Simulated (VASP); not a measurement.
Set up this calculation in VASP 6.6.1, as the native input.

```yaml
Task: single point
Functional: PBEsol
Potentials_or_basis: VASP PAW PBE potentials, release 64 (Sn_d, Se)
Cutoff: 520 eV
k_mesh: 12 × 12 × 12
Occupations: gaussian, width 0.15 eV
Spin: no spin polarisation
Dipole_correction: no
Further_INCAR_settings: ALGO = Normal; EDIFF = 1e-06; NBANDS = 32
```

The structure of Sn3Se lies in POSCAR:

```
Sn3Se
1.0
    4.8922864797     -0.9784572959     -0.9784572959
   -0.9784572959      4.8922864797     -0.9784572959
   -0.9784572959     -0.9784572959      4.8922864797
Sn Se
3 1
Direct
    0.0000000000      0.5000000000      0.5000000000
    0.5000000000      0.0000000000      0.5000000000
    0.5000000000      0.5000000000      0.0000000000
    0.0000000000      0.0000000000      0.0000000000
```

This cell differs from its parent crystal: ratio of the length along [111] to the lengths across it x 0.5, volume and fractional coordinates fixed.

The input as run:

INCAR

```
PREC     = Accurate       # precision mode
ENCUT    = 520            # plane-wave cutoff, eV
EDIFF    = 1E-6           # SCF threshold, eV
ISMEAR   = 0              # smearing method
SIGMA    = 0.15           # smearing width, eV
LREAL    = F              # projectors in reciprocal space
LASPH    = T              # aspherical terms in the spheres
NELM     = 80             # most SCF steps
ALGO     = Normal         # electronic algorithm
ISIF     = 2              # what is computed and relaxed
LWAVE    = F              # write WAVECAR
LCHARG   = T              # write CHGCAR
GGA      = PS             # functional
LELF     = T              # ELF
LVHAR    = T            
NBANDS   = 32             # bands
```

KPOINTS

```
regular mesh
0
Gamma
  12 12 12
```

Potentials or basis: VASP PAW PBE potentials, release 64 (Sn_d, Se).

Command:

```bash
$ cat potpaw_PBE.64/Sn_d/POTCAR potpaw_PBE.64/Se/POTCAR > POTCAR
$ mpirun -np 1 vasp_std > vasp.out
```

It gave:

The pressure is 2.7 GPa and the band gap on the k mesh is zero (band 24 reaches 8.56 eV, above the bottom of band 25 at 5.02 eV).

Caveat: the PAW data sets were made with another functional, which shifts forces and pressure a little; spin-orbit coupling is left out, which moves the levels of the heavy elements.

Wall time 2.9 min on 1 thread of Oxide Virtual Turin-like Processor (shared host), peak memory 0.32 GiB.
